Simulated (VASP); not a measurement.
# Si3B3I: single point with PBE

Si3B3I:

```
Si B I
1.0
     4.90257    0.00000    0.00000
     0.00000    4.90257    0.00000
     0.00000    0.00000    4.90257
Si B I
3 3 1
Direct
  0.00000 0.50000 0.50000
  0.50000 0.50000 0.00000
  0.50000 0.00000 0.50000
  0.00000 0.50000 0.00000
  0.50000 0.00000 0.00000
  0.00000 0.00000 0.50000
  0.50000 0.50000 0.50000
```

```json
{
 "Program": "VASP 6.6.1",
 "Task": "single point",
 "Functional": "PBE",
 "Potentials or basis": "VASP PAW PBE potentials, release 64 (Si, B, I)",
 "Cutoff": "520 eV",
 "k mesh": "8 × 8 × 8",
 "Occupations": "gaussian, width 0.1 eV",
 "Spin": "no spin polarisation",
 "Dipole correction": "no",
 "Further INCAR settings": "ALGO = Normal; EDIFF = 1e-07; NBANDS = 23"
}
```

```yaml
Pressure: 0.0 GPa
Band_gap_on_the_k_mesh: zero (band 14 reaches 7.20 eV, above the bottom of band 15 at 4.00 eV)
```

Levels at points of the mesh, in eV from the Fermi level:
| k point | band 11 | band 12 | band 13 | band 14 | band 15 | band 16 | band 17 | band 18 |
| --- | --- | --- | --- | --- | --- | --- | --- | --- |
| (0.00, 0.00, 0.00) | -2.31 | -2.31 | -2.27 | -2.27 | -2.27 | 0.68 | 2.44 | 2.44 |
| (0.50, 0.00, 0.00) | -2.04 | -2.04 | -1.87 | -1.17 | -0.41 | 1.64 | 1.64 | 2.16 |
| (0.50, 0.50, 0.00) | -1.48 | -1.48 | -0.74 | -0.30 | 0.40 | 0.69 | 1.66 | 2.37 |
| (0.50, 0.50, 0.50) | -1.72 | 0.03 | 0.03 | 0.93 | 0.93 | 0.93 | 2.64 | 2.64 |

Wall time 41 s on 1 thread of Intel(R) Xeon(R) 6975P-C (Granite Rapids), on a shared host, peak memory 0.25 GiB.

Caveat: spin-orbit coupling is left out, which moves the levels of the heavy elements.
